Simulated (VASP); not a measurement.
# NiMoIrPdW (P3m1) in VASP: settings compared

NiMoIrPdW is run at these levels: PBE+D3(BJ), LDA; tasks: single point.

Program: VASP 6.6.1. These are calculated values, not measurements. Logs are shortened: lines on timing, memory, paths and dates and some standing lists are left out, and cuts for length are marked.

### Step 1. The cell of the first run

It takes space group P3m1 (No. 156, trigonal). Conventional cell: a = 2.743 Å, b = 2.743 Å, c = 21.707 Å, α = 90.00°, β = 90.00°, γ = 120.00°. Ni (site symmetry 3m) has 9 Ni at 2.49 to 2.74 Å and 3 W at 2.56 Å within 3.3 Å. Ni (site symmetry 3m) has 9 Ni at 2.49 to 2.74 Å and 3 Ir at 2.60 Å within 3.3 Å. Mo (site symmetry 3m) has 3 Ir at 2.73 Å and 6 Mo at 2.74 Å and 3 Pd at 2.77 Å within 3.6 Å. Within 3.5 Å of Mo (site symmetry 3m) lie 3 Ir at 2.66 Å and 6 Mo at 2.74 Å and 3 Pd at 2.78 Å. Pd (site symmetry 3m) has 6 Pd at 2.74 Å and 3 Mo at 2.77 Å and 3 W at 2.77 Å within 3.6 Å. Within 3.6 Å of Pd (site symmetry 3m) lie 6 Pd at 2.74 Å and 3 W at 2.77 Å and 3 Mo at 2.78 Å. Ir (site symmetry 3m) has 3 Mo at 2.73 Å and 6 Ir at 2.74 Å and 3 W at 2.75 Å within 3.6 Å. Within 3.4 Å of Ir (site symmetry 3m) lie 3 Ni at 2.60 Å and 3 Mo at 2.66 Å and 6 Ir at 2.74 Å.

### Step 2. Single point, PBE+D3(BJ), collinear spin, ferromagnetic start

File INCAR:

```
SYSTEM = NiMoIrPdW
PREC = Accurate ; ENCUT = 520
EDIFF = 1E-6 ; ISMEAR = -1
SIGMA = 0.05 ; LREAL = .False.
LASPH = .True. ; NELM = 150
ALGO = Normal ; ISIF = 2
LWAVE = .False. ; LCHARG = .False.
ISPIN = 2 ; MAGMOM = 1 1 1 1 0 0 0.6 0.6 0 0
LORBIT = 11 ; LMAXMIX = 4
GGA = PE ; IVDW = 12
NBANDS = 72
```

File KPOINTS:

```
Automatic mesh
0
Gamma
  8 8 1
  0 0 0
```

File POSCAR:

```
NiMoIrPdW
1.0
    2.7432299785      0.0000000000      0.0000000000
   -1.3716149892      2.3757068498      0.0000000000
    0.0000000000      0.0000000000     21.7071429879
Ni Mo Pd Ir W
2 2 2 2 2
Direct
    0.3333333333      0.6666666667      0.0444031805
    0.6666666667      0.3333333333      0.9557620684
    0.6666666667      0.3333333333      0.3426076819
    0.6666666667      0.3333333333      0.7625318753
    0.3333333333      0.6666666667      0.4473679018
    0.3333333333      0.6666666667      0.6571350161
    0.3333333333      0.6666666667      0.2403275999
    0.3333333333      0.6666666667      0.8607341137
    0.6666666667      0.3333333333      0.1368693177
    0.6666666667      0.3333333333      0.5522612448
```

Potentials or basis: VASP PAW PBE potentials, release 64 (Ni, Mo_sv, Pd, Ir, W_sv).

Command:

```console
cat potpaw_PBE.64/Ni/POTCAR potpaw_PBE.64/Mo_sv/POTCAR potpaw_PBE.64/Pd/POTCAR potpaw_PBE.64/Ir/POTCAR potpaw_PBE.64/W_sv/POTCAR > POTCAR
mpirun -np 1 vasp_std > vasp.out
```

OUTCAR:

```text
SYSTEM = NiMoIrPdW
   PREC = Accurate
   ENCUT = 520
   EDIFF = 1E-6
   ISMEAR = -1
   LREAL = .False.
   LASPH = .True.
   NELM = 150
   ISIF = 2
   ISPIN = 2
   LORBIT = 11
   GGA = PE
   IVDW = 12
 IVDW          = 12

 ion  position               nearest neighbor table
   1  0.333  0.667  0.044-   2 2.49   2 2.49   2 2.49   9 2.56   9 2.56   9 2.56
   2  0.667  0.333  0.956-   1 2.49   1 2.49   1 2.49   8 2.60   8 2.60   8 2.60
   3  0.667  0.333  0.343-   7 2.73   7 2.73   7 2.73   5 2.77   5 2.77   5 2.77
   4  0.667  0.333  0.763-   8 2.66   8 2.66   8 2.66   6 2.78   6 2.78   6 2.78
   5  0.333  0.667  0.447-   3 2.77   3 2.77   3 2.77  10 2.77  10 2.77  10 2.77
   6  0.333  0.667  0.657-  10 2.77  10 2.77  10 2.77   4 2.78   4 2.78   4 2.78
   7  0.333  0.667  0.240-   3 2.73   3 2.73   3 2.73   9 2.75   9 2.75   9 2.75
   8  0.333  0.667  0.861-   2 2.60   2 2.60   2 2.60   4 2.66   4 2.66   4 2.66
   9  0.667  0.333  0.137-   1 2.56   1 2.56   1 2.56   7 2.75   7 2.75   7 2.75
  10  0.667  0.333  0.552-   6 2.77   6 2.77   6 2.77   5 2.77   5 2.77   5 2.77

  LATTYP: Found a hexagonal cell.
 ALAT       =     2.7432299785
 C/A-ratio  =     7.9129869380

  Lattice vectors:

 A1 = (   2.7432299785,   0.0000000000,   0.0000000000)
 A2 = (  -1.3716149892,   2.3757068498,   0.0000000000)
 A3 = (   0.0000000000,   0.0000000000,  21.7071429879)

Analysis of symmetry for initial positions (statically):
=====================================================================
 Subroutine PRICEL returns:
 Original cell was already a primitive cell.

 Routine SETGRP: Setting up the symmetry group for a
 hexagonal supercell.

 Subroutine GETGRP returns: Found  6 space group operations
 (whereof  6 operations were pure point group operations)
 out of a pool of 24 trial point group operations.

The static configuration has the point symmetry C_3v.

Analysis of symmetry for dynamics (positions and initial velocities):
=====================================================================
 Subroutine PRICEL returns:
 Original cell was already a primitive cell.

 Routine SETGRP: Setting up the symmetry group for a
 hexagonal supercell.

 Subroutine GETGRP returns: Found  6 space group operations
 (whereof  6 operations were pure point group operations)
 out of a pool of 24 trial point group operations.

The dynamic configuration has the point symmetry C_3v.

Analysis of structural, dynamic, and magnetic symmetry:
=====================================================================
 Subroutine PRICEL returns:
 Original cell was already a primitive cell.

 Routine SETGRP: Setting up the symmetry group for a
 hexagonal supercell.

 Subroutine GETGRP returns: Found  6 space group operations
 (whereof  6 operations were pure point group operations)
 out of a pool of 24 trial point group operations.

The overall configuration has the point symmetry C_3v.

 Subroutine INISYM returns: Found  6 space group operations
 (whereof  6 operations are pure point group operations),
 and found     1 'primitive' translations

----------------------------------------------------------------------------------------

                                     Primitive cell

  volume of cell :     141.4678

  direct lattice vectors                    reciprocal lattice vectors
     2.743229979  0.000000000  0.000000000     0.364533782  0.210463677  0.000000000
    -1.371614989  2.375706850  0.000000000     0.000000000  0.420927355  0.000000000
     0.000000000  0.000000000 21.707142988     0.000000000  0.000000000  0.046067785

  length of vectors
     2.743229979  2.743229978 21.707142988     0.420927355  0.420927355  0.046067785

  position of ions in fractional coordinates (direct lattice)
     0.333333333  0.666666667  0.044403180
     0.666666667  0.333333333  0.955762068
[... 57 lines left out ...]
  0.375000  0.125000  0.000000     12.000000
  0.250000  0.250000  0.000000      6.000000
  0.375000  0.250000  0.000000      6.000000
   k-points           NKPTS =     10   k-points in BZ     NKDIM =     10   number of bands    NBANDS=     72
   number of dos      NEDOS =    301   number of ions     NIONS =     10
   total plane-waves  NPLWV =  64800
   dimension x,y,z NGX =    20 NGY =   20 NGZ =  162
   dimension x,y,z NGXF=    40 NGYF=   40 NGZF=  324
   ions per type =               2   2   2   2   2
   NGX,Y,Z   is equivalent  to a cutoff of  12.12, 12.12, 12.41 a.u.
   NGXF,Y,Z  is equivalent  to a cutoff of  24.24, 24.24, 24.81 a.u.
 SYSTEM =  NiMoIrPdW
   PREC   = accura    normal or accurate (medium, high low for compatibility)
   ISTART =      0    job   : 0-new  1-cont  2-samecut
   ICHARG =      2    charge: 1-file 2-atom 10-const
   ISPIN  =      2    spin polarized calculation?
   LNONCOLLINEAR =      F non collinear calculations
   LSORBIT =      F    spin-orbit coupling
   LASPH  =      T    aspherical Exc in radial PAW
   ENCUT  =  520.0 eV  38.22 Ry    6.18 a.u.   5.10  5.10 40.36*2*pi/ulx,y,z
   NELM   =    150;   NELMIN=  2; NELMDL= -5     # of ELM steps
   EDIFF  = 0.1E-05   stopping-criterion for ELM
   LREAL  =      F    real-space projection
   EDIFFG = 0.1E-04   stopping-criterion for IOM
   NSW    =      0    number of steps for IOM
   IBRION =     -1    ionic relax: 0-MD 1-quasi-New 2-CG
   NFREE  =      0    steps in history (QN), initial steepest desc. (CG)
   ISIF   =      2    stress and relaxation
   ISYM   =      2    0-nonsym 1-usesym 2-fastsym
   POTIM  = 0.5000    time-step for ionic-motion
   TEBEG  =    0.0;   TEEND  =   0.0 temperature during run
   PSTRESS=    0.0 pullay stress
   NELECT =     114.0000    total number of electrons
   NUPDOWN=      -1.0000    fix difference up-down
   EMIN   =  10.00;   EMAX   =-10.00  energy-range for DOS
[... 5 lines left out ...]
     AMIX     =   0.40;   BMIX     =  1.00
     AMIX_MAG =   1.60;   BMIX_MAG =  1.00
  volume/ion in A,a.u.               =      14.15        95.47
  Fermi-wavevector in a.u.,A,eV,Ry     =   1.523435  2.878874 31.577130  2.320854
  Thomas-Fermi vector in A             =   2.631878
   LORBIT       =     11    0 simple, 1 ext, 2 COOP (PROOUT), +10 PAW based schemes
   GGA     = PE    functional components
   LHFCALC =     F    Hartree Fock is set to
   AEXX    =    0.0000 exact exchange contribution
   IVDW    =    12    specifies the selected vdW correction
   LEPSILON=     F    determine dielectric tensor
   LRPA    =     F    only Hartree local field effects (RPA)
 spin polarized calculation
  energy-cutoff  :      520.00
  volume of cell :      141.47
 maximum number of plane-waves:      3837
   NGX = 11   NGY = 11   NGZ = 81

 number of electron     114.0000006 magnetization       0.0019759

 Free energy of the ion-electron system (eV)
  ---------------------------------------------------
  ext. energy  EPLUGINS =         0.00000000
  ---------------------------------------------------
  free energy    TOTEN  =       -86.75657427 eV

  energy without entropy =      -86.68062372  energy(sigma->0) =      -86.71859899

 E-fermi :  10.9618     XC(G=0): -13.5349

 val. band max:       10.9539021306   @ k =   0.3750   0.1250   0.0000
 cond. band min:      10.9758435264   @ k =   0.2500   0.1250   0.0000
 fundamental gap:      0.0219413958
 Fermi energy:        10.9618209466

 spin component 1

 k-point     1 :       0.0000    0.0000    0.0000
  band No.  band energies     occupation
      1     -63.0796      1.00000
      2     -62.9352      1.00000
      3     -50.0917      1.00000
      4     -50.0735      1.00000
      5     -27.4728      1.00000
      6     -27.3189      1.00000
[... 709 lines left out ...]
     68      15.3988      0.00000
     69      16.6986      0.00000
 Fermi energy:        10.9618209466

 spin component 2

 k-point     1 :       0.0000    0.0000    0.0000
  band No.  band energies     occupation
      1     -63.0796      1.00000
      2     -62.9353      1.00000
      3     -50.0918      1.00000
      4     -50.0736      1.00000
      5     -27.4727      1.00000
      6     -27.3190      1.00000
[... 709 lines left out ...]
     68      15.3990      0.00000
     69      16.6987      0.00000
 [bands above 69 left out]

------------------------ aborting loop because EDIFF is reached ----------------------------------------

 Edisp (eV)   -6.63038

 E8    (eV) :    -3.1034

  FORCE on cell =-STRESS in cart. coord.  units (eV):
  Direction    XX          YY          ZZ          XY          YZ          ZX
  --------------------------------------------------------------------------------------
  -------------------------------------------------------------------------------------
  Total       0.03953     0.03953     0.06498     0.00000    -0.00000     0.00000
  in kB       0.44764     0.44764     0.73592     0.00000    -0.00000     0.00000
  external pressure =        0.54 kB  Pullay stress =        0.00 kB

 VOLUME and BASIS-vectors are now :
 -----------------------------------------------------------------------------
  energy-cutoff  :      520.00
  volume of cell :      141.47
      direct lattice vectors                 reciprocal lattice vectors
     2.743229979  0.000000000  0.000000000     0.364533782  0.210463677  0.000000000
    -1.371614989  2.375706850  0.000000000     0.000000000  0.420927355  0.000000000
     0.000000000  0.000000000 21.707142988     0.000000000  0.000000000  0.046067785

 POSITION                                       TOTAL-FORCE (eV/Angst)
 -----------------------------------------------------------------------------------
     -0.00000      1.58380      0.96387        -0.000000      0.000000     -0.028657
      1.37161      0.79190     20.74686        -0.000000     -0.000000      0.013160
      1.37161      0.79190      7.43703         0.000000     -0.000000      0.013475
      1.37161      0.79190     16.55239        -0.000000      0.000000     -0.025389
     -0.00000      1.58380      9.71108         0.000000     -0.000000     -0.011562
     -0.00000      1.58380     14.26452         0.000000     -0.000000      0.012570
     -0.00000      1.58380      5.21683         0.000000     -0.000000      0.016784
     -0.00000      1.58380     18.68408         0.000000     -0.000000      0.023720
      1.37161      0.79190      2.97104         0.000000     -0.000000     -0.013733
      1.37161      0.79190     11.98801         0.000000     -0.000000     -0.000367
 -----------------------------------------------------------------------------------
    total drift:                               -0.000001      0.000000      0.001460

  FREE ENERGIE OF THE ION-ELECTRON SYSTEM (eV)
  ---------------------------------------------------
  free  energy   TOTEN  =       -93.3869513221 eV

  energy  without entropy=      -93.3110007701  energy(sigma->0) =      -93.34897605

 total charge

# of ion       s       p       d       tot
------------------------------------------
    1        0.488   0.473   8.332   9.293
    2        0.450   0.413   8.329   9.193
    3        2.376   6.194   3.953  12.523
    4        2.380   6.206   3.974  12.561
    5        0.557   0.661   8.465   9.683
    6        0.556   0.656   8.464   9.676
    7        0.707   0.773   7.014   8.494
    8        0.710   0.721   6.989   8.420
    9        2.421   6.325   3.409  12.154
   10        2.411   6.284   3.373  12.067
--------------------------------------------------
tot         13.056  28.706  62.302 104.064

 magnetization (x)

# of ion       s       p       d       tot
------------------------------------------
    1       -0.000  -0.000  -0.000  -0.000
    2       -0.000  -0.000   0.002   0.002
    3        0.000   0.000  -0.000  -0.000
    4       -0.000  -0.000  -0.000  -0.000
    5       -0.000   0.000   0.000  -0.000
    6        0.000   0.000   0.000   0.000
    7        0.000   0.000  -0.000  -0.000
    8        0.000  -0.000   0.000   0.000
    9       -0.000  -0.000  -0.000  -0.000
   10        0.000   0.000   0.000   0.000
--------------------------------------------------
tot         -0.000  -0.000   0.002   0.002
```

Run time: 12 min. Hardware: 1 thread of Intel Xeon 6975P-C, shared host; peak memory 0.42 GiB.

What came out:

* Free energy: -93.3870 eV
* Pressure: 0.1 GPa
* Largest force: 0.029 eV/Å
* Band gap on the k mesh: zero (filled and empty bands overlap)
* Net moment: 0.00 μB per cell
* Valence electrons inside the program's atomic spheres: Ni 9.29, 9.19; Mo 12.52, 12.56; Pd 9.68; Ir 8.49, 8.42; W 12.15, 12.07
* Dispersion energy per atom: -0.663 eV

Forces in eV/Å, atoms in the order of the input:
```
Ni   0.000  0.000 -0.029
Ni   0.000  0.000  0.013
Mo   0.000  0.000  0.013
Mo   0.000  0.000 -0.025
Pd   0.000  0.000 -0.012
Pd   0.000  0.000  0.013
Ir   0.000  0.000  0.017
Ir   0.000  0.000  0.024
W    0.000  0.000 -0.014
W    0.000  0.000  0.000
```

Levels at points of the mesh, in eV from the Fermi level:
Spin up:
| k point | band 54 | band 55 | band 56 | band 57 | band 58 | band 59 |
| --- | --- | --- | --- | --- | --- | --- |
| (0.00, 0.00, 0.00) | -1.02 | -1.02 | -0.65 | -0.65 | -0.64 | -0.42 |
| (0.50, 0.00, 0.00) | -0.08 | 0.50 | 0.96 | 1.04 | 1.39 | 1.41 |
Spin down:
| k point | band 54 | band 55 | band 56 | band 57 | band 58 | band 59 |
| --- | --- | --- | --- | --- | --- | --- |
| (0.00, 0.00, 0.00) | -1.02 | -1.02 | -0.65 | -0.65 | -0.64 | -0.42 |
| (0.50, 0.00, 0.00) | -0.08 | 0.50 | 0.96 | 1.04 | 1.39 | 1.41 |

Caveat: spin-orbit coupling is left out, which moves the levels of the heavy elements; pairwise dispersion overbinds metals, which lowers pressure and volume.

### Step 3. Single point, LDA, collinear spin, ferromagnetic start

This run uses another cell than the first one, of 13.74 Å³/atom, 0.971 times its volume.

File INCAR:

```
SYSTEM = NiMoIrPdW
  PREC = Accurate
  ENCUT = 520
  EDIFF = 1E-6
  ISMEAR = -1
  SIGMA = 0.05
  LREAL = .False.
  LASPH = .True.
  NELM = 150
  ALGO = Fast
  ISIF = 2
  LWAVE = .False.
  LCHARG = .True.
  ISPIN = 2
  MAGMOM = 1 1 1 1 0 0 0.6 0.6 0 0
  LORBIT = 11
  LMAXMIX = 4
  GGA = CA
  LELF = .True.
  LVHAR = .True.
  NBANDS = 72
```

File KPOINTS:

```
regular mesh
0
Gamma
  8 8 1
  0 0 0
```

File POSCAR:

```
NiMoIrPdW
1.0
    2.7198573444      0.0000000000      0.0000000000
   -1.3599286722      2.3554655549      0.0000000000
    0.0000000000      0.0000000000     21.4441883685
Ni Mo Pd Ir W
2 2 2 2 2
Direct
    0.3333333333      0.6666666667      0.0433836023
    0.6666666667      0.3333333333      0.9564684374
    0.6666666667      0.3333333333      0.3423115509
    0.6666666667      0.3333333333      0.7633752599
    0.3333333333      0.6666666667      0.4474541263
    0.3333333333      0.6666666667      0.6575898958
    0.3333333333      0.6666666667      0.2393917380
    0.3333333333      0.6666666667      0.8620543840
    0.6666666667      0.3333333333      0.1354376640
    0.6666666667      0.3333333333      0.5525333413
```

Potentials or basis: VASP PAW LDA potentials, release 64 (Ni, Mo_sv, Pd, Ir, W_sv).

Command:

```console
cat potpaw_LDA.64/Ni/POTCAR potpaw_LDA.64/Mo_sv/POTCAR potpaw_LDA.64/Pd/POTCAR potpaw_LDA.64/Ir/POTCAR potpaw_LDA.64/W_sv/POTCAR > POTCAR
mpirun -np 1 vasp_std > vasp.out
```

It took 5.9 min on 1 thread of AMD EPYC 9R45 (Zen 5), shared host; peak memory 0.31 GiB.

Results (log left out):

* Free energy: -99.4389 eV
* Pressure: 1.4 GPa
* Largest force: 0.070 eV/Å
* Band gap on the k mesh: zero (filled and empty bands overlap)
* Net moment: 0.00 μB per cell
* Valence electrons inside the program's atomic spheres: Ni 9.38, 9.29; Mo 12.60, 12.64; Pd 9.75, 9.74; Ir 8.59, 8.52; W 12.25, 12.15

Forces on the atoms (eV/Å):
```
Ni   0.000  0.000 -0.061
Ni   0.000  0.000  0.039
Mo   0.000  0.000  0.042
Mo   0.000  0.000 -0.069
Pd   0.000  0.000 -0.021
Pd   0.000  0.000  0.025
Ir   0.000  0.000  0.023
Ir   0.000  0.000  0.070
W    0.000  0.000 -0.047
W    0.000  0.000 -0.003
```

Stress tensor (GPa, compression positive):
```
1.41 0.00 0.00
0.00 1.41 0.00
0.00 0.00 1.32
```

Levels at points of the mesh, in eV from the Fermi level:
Spin up:
```csv
k point,band 53,band 54,band 55,band 56,band 57,band 58,band 59,band 60
"(0.00, 0.00, 0.00)",-1.46,-1.08,-1.08,-0.71,-0.71,-0.59,-0.40,-0.40
"(0.50, 0.00, 0.00)",-0.17,-0.09,0.51,1.00,1.10,1.44,1.44,1.70
```
Spin down:
| k point | band 53 | band 54 | band 55 | band 56 | band 57 | band 58 | band 59 | band 60 |
| --- | --- | --- | --- | --- | --- | --- | --- | --- |
| (0.00, 0.00, 0.00) | -1.46 | -1.08 | -1.08 | -0.71 | -0.71 | -0.59 | -0.40 | -0.40 |
| (0.50, 0.00, 0.00) | -0.17 | -0.09 | 0.51 | 1.00 | 1.10 | 1.44 | 1.44 | 1.70 |

Caveat: spin-orbit coupling is left out, which moves the levels of the heavy elements.
